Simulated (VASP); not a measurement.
Wanted: the native input for a VASP 6.6.1 run.

| Property | Result |
| --- | --- |
| Task | density of states |
| Functional | PBE |
| Potentials or basis | VASP PAW PBE potentials, release 64 (Bi_d) |
| Cutoff | 520 eV |
| k mesh | 13 × 13 × 13 |
| Occupations | fermi-dirac, width 0.08 eV |
| Spin | no spin polarisation |
| Dipole correction | no |
| k mesh for the DOS | 20 × 20 × 20 |
| Occupations for the DOS | tetrahedron |
| Further INCAR settings | ALGO = Normal; EDIFF = 1e-07; NBANDS = 14 |

Crystal: Bi.

```
CELL_PARAMETERS angstrom
3.27459 0.00000 0.00000
0.00000 3.27459 0.00000
0.00000 0.00000 3.27459
ATOMIC_POSITIONS crystal
Bi 0.00000 0.00000 0.00000
```

These files were run (other wordings do the same):

POSCAR

```
Bi
1.0
    3.2745854155      0.0000000000      0.0000000000
    0.0000000000      3.2745854155      0.0000000000
    0.0000000000      0.0000000000      3.2745854155
Bi
1
Direct
    0.0000000000      0.0000000000      0.0000000000
```

INCAR.step1

```
PREC = Accurate
ENCUT = 520
EDIFF = 1E-7
ISMEAR = -1
SIGMA = 0.08
LREAL = False
LASPH = True
NELM = 80
ALGO = Normal
ISIF = 2
LWAVE = False
LCHARG = True
GGA = PE
NBANDS = 14
```

KPOINTS.step1

```
Automatic mesh
0
Gamma
  13 13 13
```

INCAR.step2

```
PREC = Accurate
ENCUT = 520
EDIFF = 1E-7
ISMEAR = -5
SIGMA = 0.08
LREAL = False
LASPH = True
NELM = 80
ALGO = Normal
ISIF = 2
LWAVE = False
LCHARG = False
GGA = PE
LORBIT = 11
NBANDS = 14
NEDOS = 1001
ICHARG = 11
```

KPOINTS.step2

```
Automatic mesh
0
Gamma
  20 20 20
```

Potentials or basis: VASP PAW PBE potentials, release 64 (Bi_d).

Launch:

```bash
$ cat potpaw_PBE.64/Bi_d/POTCAR > POTCAR
$ cp INCAR.step1 INCAR
$ cp KPOINTS.step1 KPOINTS
$ mpirun -np 1 vasp_std > vasp.out
$ cp INCAR.step2 INCAR
$ cp KPOINTS.step2 KPOINTS
$ mpirun -np 1 vasp_std > vasp.out
```

Results of the run:

* Valence electrons inside the program's atomic spheres: Bi 12.76

Caveat: spin-orbit coupling is left out, which moves the levels of the heavy elements.

Run time: 48 s on 1 thread of Intel(R) Xeon(R) Platinum 8375C CPU @ 2.90GHz (Ice Lake), on a shared host, peak memory 0.23 GiB.
